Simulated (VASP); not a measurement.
Wanted: the native input for a VASP 6.6.1 run.

* Task: single point
* Functional: r2SCAN
* Potentials or basis: VASP PAW PBE potentials, release 64 (Mg, O)
* Cutoff: 520 eV
* k mesh: 10 × 10 × 10
* Occupations: gaussian, width 0.05 eV
* Spin: no spin polarisation
* Dipole correction: no
* Further INCAR settings: ALGO = Normal; EDIFF = 1e-06; NBANDS = 11

Crystal: MgO.

```xyz
2
Lattice="0.0000 2.1351 2.1351 2.1351 0.0000 2.1351 2.1351 2.1351 0.0000" Properties=species:S:1:pos:R:3 pbc="T T T"
Mg    0.0000    0.0000    0.0000
O     1.7109    1.7109    1.8351
```

This cell differs from its parent crystal: atom 2 (O) moved by (-0.600, -0.300) A along [1 1 0] and z.

One way to write it, as run:

POSCAR

```
MgO
1.0
    0.0000000000      2.1351500000      2.1351500000
    2.1351500000      0.0000000000      2.1351500000
    2.1351500000      2.1351500000      0.0000000000
Mg O
1 1
Direct
    0.0000000000      0.0000000000      0.0000000000
    0.4297473245      0.4297473245      0.3715481026
```

INCAR.step1

```
SYSTEM = MgO
PREC = Accurate
ENCUT = 520
ISMEAR = 0
SIGMA = 0.05
LREAL = .False.
LASPH = .True.
NELM = 60
NBANDS = 11
GGA = PE
ALGO = Normal
EDIFF = 1E-4
LWAVE = .True.
LCHARG = .False.
```

INCAR.step2

```
SYSTEM = MgO
PREC = Accurate
ENCUT = 520
EDIFF = 1E-6
ISMEAR = 0
SIGMA = 0.05
LREAL = .False.
LASPH = .True.
NELM = 60
ALGO = Normal
ISIF = 2
LWAVE = .False.
LCHARG = .True.
METAGGA = R2SCAN
LMIXTAU = .True.
LELF = .True.
LVHAR = .True.
NBANDS = 11
ISTART = 1
```

KPOINTS

```
Automatic mesh
0
Gamma
  10 10 10
  0 0 0
```

Potentials or basis: VASP PAW PBE potentials, release 64 (Mg, O).

Command:

```console
$ cat potpaw_PBE.64/Mg/POTCAR potpaw_PBE.64/O/POTCAR > POTCAR
$ cp INCAR.step1 INCAR
$ mpirun -np 1 vasp_std > vasp.out
$ cp INCAR.step2 INCAR
$ mpirun -np 1 vasp_std > vasp.out
```

Results of the run:

| Item | Value |
| --- | --- |
| Pressure | 25.6 GPa |
| Largest force | 2.898 eV/Å |
| Band gap on the k mesh | 4.72 eV, direct |

Caveat: the cell differs from its parent crystal (atom 2 (O) moved by (-0.600, -0.300) A along [1 1 0] and z); the PAW data sets were made with another functional, which shifts forces and pressure a little.

It took 2.5 min on 1 thread of Intel(R) Xeon(R) Platinum 8124M CPU @ 3.00GHz (Skylake/Cascade Lake), on a shared host, peak memory 0.19 GiB.
